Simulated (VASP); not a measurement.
# Be (P4/mmm) in VASP: notebook, part 2 of 2

VASP 6.6.1. The steps go on from the part before.

### 3 Single point, PBE

This run uses another cell than the first one, of 11.35 Å³/atom.

INCAR reads:

```
SYSTEM = Be
  PREC = Accurate
  ENCUT = 520
  EDIFF = 1E-6
  ISMEAR = 0
  SIGMA = 0.1
  LREAL = .False.
  LASPH = .True.
  NELM = 60
  ALGO = Fast
  ISIF = 2
  LWAVE = .False.
  LCHARG = .True.
  GGA = PE
  LELF = .True.
  LVHAR = .True.
  NBANDS = 7
```

KPOINTS reads:

```
regular mesh
0
Gamma
  10 10 6
  0 0 0
```

POSCAR reads:

```
Be
1.0
    2.0089680002      0.0000000000      0.0000000000
    0.0000000000      2.0089680002      0.0000000000
    0.0000000000      0.0000000000      2.8128419362
Be
1
Direct
    0.0000000000      0.0000000000      0.5000000000
```

Potentials or basis: VASP PAW PBE potentials, release 64 (Be).

Command:

```
$ cat potpaw_PBE.64/Be/POTCAR > POTCAR
$ mpirun -np 1 vasp_std > vasp.out
```

OUTCAR:

```text
SYSTEM = Be
   PREC = Accurate
   ENCUT = 520
   EDIFF = 1E-6
   ISMEAR = 0
   LREAL = .False.
   LASPH = .True.
   NELM = 60
   ISIF = 2
   GGA = PE

 ion  position               nearest neighbor table
   1  0.000  0.000  0.500-

  LATTYP: Found a simple tetragonal cell.
 ALAT       =     2.0089680002
 C/A-ratio  =     1.4001427280

  Lattice vectors:

 A1 = (   2.0089680002,   0.0000000000,   0.0000000000)
 A2 = (   0.0000000000,   2.0089680002,   0.0000000000)
 A3 = (   0.0000000000,   0.0000000000,   2.8128419362)

Analysis of symmetry for initial positions (statically):
=====================================================================
 Subroutine PRICEL returns:
 Original cell was already a primitive cell.

 Routine SETGRP: Setting up the symmetry group for a
 simple tetragonal supercell.

 Subroutine GETGRP returns: Found 16 space group operations
 (whereof 16 operations were pure point group operations)
 out of a pool of 16 trial point group operations.

The static configuration has the point symmetry D_4h.

Analysis of symmetry for dynamics (positions and initial velocities):
=====================================================================
 Subroutine PRICEL returns:
[... 154 lines left out ...]

  energy without entropy =       -2.82478580  energy(sigma->0) =       -2.82517025

 E-fermi :   3.5745     XC(G=0):  -9.2876

 val. band max:        3.3686602844   @ k =   0.5000   0.2000   0.5000
 cond. band min:       3.5982427161   @ k =   0.5000   0.3000   0.1667
 fundamental gap:      0.2295824317
 Fermi energy:         3.5745427389

 k-point     1 :       0.0000    0.0000    0.0000
  band No.  band energies     occupation
      1      -5.0662      2.00000
      2       8.2421      0.00000
      3      14.4764      0.00000
      4      21.8985      0.00000
      5      21.8985      0.00000
      6      28.1333      0.00000
      7      35.3251      0.00000
[... 221 lines left out ...]
 k-point    24 :       0.2000    0.0000    0.1667
  band No.  band energies     occupation
      1      -3.5251      2.00000
      2       6.6780      0.00000
      3      14.4347      0.00000
      4      19.8134      0.00000
      5      23.2269      0.00000
      6      28.3569      0.00000
      7      34.3877      0.00000

 [... further k-points ...]
[... 5 lines left out ...]
  --------------------------------------------------------------------------------------
  -------------------------------------------------------------------------------------
  Total        0.0132851      0.0132851      0.0171879      0.0000000     -0.0000000      0.0000000
  in kB        1.8749269      1.8749269      2.4257231      0.0000000     -0.0000000      0.0000000
  external PRESSURE =       2.0585256 kB  Pullay stress =       0.0000000 kB

 VOLUME and BASIS-vectors are now :
 -----------------------------------------------------------------------------
  energy-cutoff  :      520.00
  volume of cell :       11.35
      direct lattice vectors                 reciprocal lattice vectors
     2.008968000  0.000000000  0.000000000     0.497768008  0.000000000  0.000000000
     0.000000000  2.008968000  0.000000000     0.000000000  0.497768008  0.000000000
     0.000000000  0.000000000  2.812841936     0.000000000  0.000000000  0.355512333

 POSITION                                       TOTAL-FORCE (eV/Angst)
 -----------------------------------------------------------------------------------
      0.00000      0.00000      1.40642         0.000000      0.000000      0.000000
 -----------------------------------------------------------------------------------
    total drift:                               -0.000000      0.000000      0.000000

  FREE ENERGIE OF THE ION-ELECTRON SYSTEM (eV)
  ---------------------------------------------------
  free  energy   TOTEN  =        -2.8255546928 eV

  energy  without entropy=       -2.8247857975  energy(sigma->0) =       -2.82517025
```

OSZICAR:

```text
N       E                     dE             d eps       ncg     rms          rms(c)
DAV:   1    -0.149454704588E+01   -0.14945E+01   -0.79723E+02  1246   0.216E+02
DAV:   2    -0.294597416683E+01   -0.14514E+01   -0.13501E+01  1645   0.245E+01
DAV:   3    -0.295033727779E+01   -0.43631E-02   -0.43631E-02  1330   0.117E+00
DAV:   4    -0.295033875478E+01   -0.14770E-05   -0.14771E-05  1771   0.241E-02
DAV:   5    -0.295033875483E+01   -0.44079E-10   -0.15357E-09  1351   0.135E-04    0.154E+00
RMM:   6    -0.286181732512E+01    0.88521E-01   -0.63335E-03  1182   0.489E-01    0.873E-01
RMM:   7    -0.282553314171E+01    0.36284E-01   -0.92551E-03  1294   0.463E-01    0.605E-02
RMM:   8    -0.282557791871E+01   -0.44777E-04   -0.26663E-04  1284   0.126E-01    0.233E-02
RMM:   9    -0.282555493897E+01    0.22980E-04   -0.13587E-05  1266   0.246E-02    0.290E-03
RMM:  10    -0.282555469281E+01    0.24616E-06   -0.52306E-07  1202   0.542E-03
   1 F= -.28255547E+01 E0= -.28251702E+01  d E =-.768895E-03
```

stdout:

```text
POSCAR found type information on POSCAR Be
 POSCAR found :  1 types and       1 ions
 scaLAPACK will be used
 LDA part: xc-table for (Slater+PW92), standard interpolation
 POSCAR, INCAR and KPOINTS ok, starting setup
 FFT: planning ... GRIDC
 FFT: planning ... GRID_SOFT
 FFT: planning ... GRID
 WAVECAR not read
 entering main loop
```

It took 1.9 s on 1 thread of Intel Xeon 6975P-C (Granite Rapids), shared host; peak memory 0.11 GiB.

What came out:

```
Free energy            : -2.8256 eV
Pressure               : 0.2 GPa
Band gap on the k mesh : zero (bands 1 and 2 overlap by 8.98 eV)
```

Caveat: the k points lie up to 0.37 Å⁻¹ apart, too coarse for converged energies and pressures of a metal.

### 4 Relaxation of cell and atoms, PBE

INCAR reads:

```
SYSTEM = Be
PREC = Accurate ; ENCUT = 600
EDIFF = 1E-6 ; ISMEAR = 0
SIGMA = 0.1 ; LREAL = .FALSE.
LASPH = .TRUE. ; NELM = 80
ALGO = Normal ; ISIF = 3
LWAVE = .FALSE. ; LCHARG = .FALSE.
GGA = PE ; IBRION = 2
NSW = 90 ; EDIFFG = -0.04
```

KPOINTS reads:

```
regular mesh
0
G
  10 10 6
  0 0 0
```

POSCAR reads:

```
Be
1.0
    1.7913617700      0.0000000000      0.0000000000
    0.0000000000      1.7913617700      0.0000000000
    0.0000000000      0.0000000000      3.0372271000
Be
1
Direct
    0.0000000000      0.0000000000      0.5000000000
```

Command:

```
$ cat potpaw_PBE.64/Be/POTCAR > POTCAR
$ mpirun -np 1 vasp_std > vasp.out
```

Run time: 5.6 s. Hardware: 1 thread of Intel Xeon 6975P-C (Granite Rapids), shared host; peak memory 0.11 GiB.

It converged, with:

| Item | Value |
| --- | --- |
| Free energy | -2.8255 eV |
| Relaxed volume | 11.39 Å³/atom |
| Relaxed cell | a = 2.010 Å, b = 2.010 Å, c = 2.819 Å, α = 90.00°, β = 90.00°, γ = 90.00° |
| Space group after relaxing (to 0.1 Å) | P4/mmm (No. 123) |
| Energy gained by relaxing | 379.5 meV/atom |
| Ionic steps | 10 |
| Pressure after relaxing | 0.0 GPa |
| Band gap on the k mesh | zero (bands 1 and 2 overlap by 8.95 eV) |

Step by step:
```csv
step,energy change (eV),largest force (eV/Å),pressure (GPa),volume (Å³)
1,0.0000,0.0000,32.02,9.75
2,-0.3584,0.0000,-5.43,12.64
3,-0.3694,0.0000,-1.49,12.10
4,-0.3694,0.0000,-1.88,12.15
5,-0.3745,0.0000,-1.60,11.94
6,-0.3788,0.0000,-1.03,11.61
7,-0.3791,0.0000,-0.76,11.48
8,-0.3791,0.0000,-0.80,11.50
9,-0.3794,0.0000,0.37,11.35
10,-0.3795,0.0000,0.01,11.39
```

Final structure:
```
Be
1.0
     2.01041    0.00000    0.00000
     0.00000    2.01041    0.00000
     0.00000    0.00000    2.81925
Be
1
Direct
  0.00000 0.00000 0.50000
```

Levels at points of the mesh, in eV from the Fermi level:
```tsv
k point	band 1	band 2	band 3	band 4
(0.00, 0.00, 0.00)	-8.63	4.62	10.84	18.29
(0.50, 0.00, 0.00)	-3.36	1.05	10.67	17.35
(0.50, 0.50, 0.00)	3.12	3.12	9.32	11.83
(0.00, 0.00, 0.50)	-5.03	-4.46	19.19	19.19
(0.50, 0.00, 0.50)	-1.56	2.98	5.37	6.85
(0.50, 0.50, 0.50)	4.49	4.49	9.69	11.98
```

Caveat: the volume moved by over 15 % at a fixed basis, so the end points are rough.

### 5 Summary

| task | cell | cutoff (eV) | gap on the mesh (eV) | pressure (GPa) |
| --- | --- | --- | --- | --- |
| single point | a = 1.791, b = 1.791, c = 3.037 Å, 1 atom | 520 | none | 32.0 |
| single point | a = 2.009, b = 2.009, c = 2.813 Å, 1 atom | 520 | none | 0.2 |
| relaxation of cell and atoms | relaxed from a = 1.791, b = 1.791, c = 3.037 Å, 1 atom | 600 | none | 0.0 |

Alike in all rows: level PBE; potentials or basis VASP PAW PBE potentials, release 64 (Be); no spin polarisation; k mesh 10 × 10 × 6; smearing gaussian 0.1 eV.

Caveats: some runs use coarse meshes; the stress differs along the axes, from -9 to 52 GPa (at least some runs); the volume moved by over 15 % at a fixed basis, so the end points are rough (at least some runs).

Absolute energies hang on the potentials; compare differences alone.

The gap in the log of VASP goes by the Fermi energy; the results here count the filled bands.